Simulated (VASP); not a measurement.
Here is a VASP 6.6.1 calculation.

Contents of INCAR:

```
SYSTEM = ScSbTe3
PREC = Accurate
ENCUT = 600
EDIFF = 1E-6
ISMEAR = 0
SIGMA = 0.1
LREAL = .FALSE.
LASPH = .TRUE.
NELM = 80
ALGO = Normal
ISIF = 3
LWAVE = .FALSE.
LCHARG = .FALSE.
GGA = PE
IBRION = 2
NSW = 90
EDIFFG = -0.04
```

File KPOINTS:

```
Automatic mesh
0
G
  4 4 2
  0 0 0
```

Contents of POSCAR:

```
ScSbTe3
1.0
    4.0591085200      0.0000000000      0.0000000000
    0.0000000000      4.0591085200      0.0000000000
    0.0000000000      0.0000000000      9.4606207700
Sc Sb Te
1 1 3
Direct
    0.5000000000      0.5000000000      0.5000000000
    0.5000000000      0.5000000000      0.0000000000
    0.0000000000      0.0000000000      0.5000000000
    0.0000000000      0.0000000000      0.8773810100
    0.0000000000      0.0000000000      0.1226189900
```

Potentials or basis: VASP PAW PBE potentials, release 64 (Sc_sv, Sb, Te).

Command:

```sh
$ cat potpaw_PBE.64/Sc_sv/POTCAR potpaw_PBE.64/Sb/POTCAR potpaw_PBE.64/Te/POTCAR > POTCAR
$ mpirun -np 1 vasp_std > vasp.out
```

Task: Estimate the relaxed volume.

Result: 33.49 Å³/atom.

Task: Estimate the band gap on the k mesh.

Result: Zero (bands 17 and 18 overlap by 0.90 eV).

Task: Estimate the space group after relaxing (to 0.1 Å).

Result: P4/mmm (No. 123).

Forces in eV/Å, atoms in the order of the input:
```
Sc   0.000  0.000  0.000
Sb   0.000  0.000  0.000
Te   0.000  0.000  0.000
Te   0.000  0.000 -0.012
Te   0.000  0.000  0.012
```

Caveat: the k points lie up to 0.39 Å⁻¹ apart in the final cell, too coarse for converged energies and pressures of a metal; spin-orbit coupling is left out, which moves the levels of the heavy elements; this functional lacks dispersion, which binds layers or chains, so the pressure and a relaxed spacing across them are unreliable.
